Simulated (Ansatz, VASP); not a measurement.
This is a calculation of InPd for Ansatz 0.2.0.

input.yaml

```yaml
crystal:
  lattice:
    - [3.3149408331, 0.0, 0.0]
    - [0.0, 3.3149408331, 0.0]
    - [0.0, 0.0, 3.3149408331]
  atoms:
    - { symbol: In, position: [0.0, 0.0, 0.0] }
    - { symbol: Pd, position: [0.5, 0.5, 0.5] }
kpoints:
  mp_grid: { grid: [8, 8, 8] }
scf:
  occupations: { method: fermi_dirac, width: 0.05 }
hamiltonian:
  xc: pbesol
  pseudopotentials: { kind: all_electron, lapw: { basis_error: 0.001 } }
output:
  forces: true
  stress: true
  eigenvalues: true
```

Potentials or basis: all-electron LAPW, scalar-relativistic.

Launch:

```sh
$ ansatz run input.yaml --threads 1 --pin off --max-ram 3072MiB --backend cpu --events-out ev --progress --plain --runs-dir out
```

Q: Translate it to VASP 6.6.1. Potentials there: VASP PAW PBE potentials, release 64 (In_d, Pd).

A: As run (the cutoff follows the program's own potentials):

INCAR

```
ALGO     = Normal         # electronic algorithm
EDIFF    = 1E-6           # SCF threshold, eV
ENCUT    = 520            # plane-wave cutoff, eV
GGA      = PS             # functional
ISIF     = 2              # what is computed and relaxed
ISMEAR   = -1             # smearing method
LASPH    = T              # aspherical terms in the spheres
LCHARG   = F              # write CHGCAR
LREAL    = F              # projectors in reciprocal space
LWAVE    = F              # write WAVECAR
NBANDS   = 18             # bands
NELM     = 60             # most SCF steps
PREC     = Accurate       # precision mode
SIGMA    = 0.05           # smearing width, eV
```

KPOINTS

```
k-points
0
Gamma
  8 8 8
```

File POSCAR:

```
InPd
1.0
    3.3149408331      0.0000000000      0.0000000000
    0.0000000000      3.3149408331      0.0000000000
    0.0000000000      0.0000000000      3.3149408331
In Pd
1 1
Direct
    0.0000000000      0.0000000000      0.0000000000
    0.5000000000      0.5000000000      0.5000000000
```

Potentials or basis: VASP PAW PBE potentials, release 64 (In_d, Pd).

Run with:

```bash
$ cat potpaw_PBE.64/In_d/POTCAR potpaw_PBE.64/Pd/POTCAR > POTCAR
$ mpirun -np 1 vasp_std > vasp.out
```

Both were run:

|  | VASP | Ansatz | Ansatz less VASP |
| --- | --- | --- | --- |
| gap on the k mesh at the Fermi level (eV) | none | none | - |
| pressure (GPa) | -7.2 | -7.3 | -0.04 |

VASP's potentials were made for PBE, not for PBEsol. A gap of «none» marks a metal or a gap that the smearing closes. Ansatz ran all-electron here, and VASP with PAW potentials.
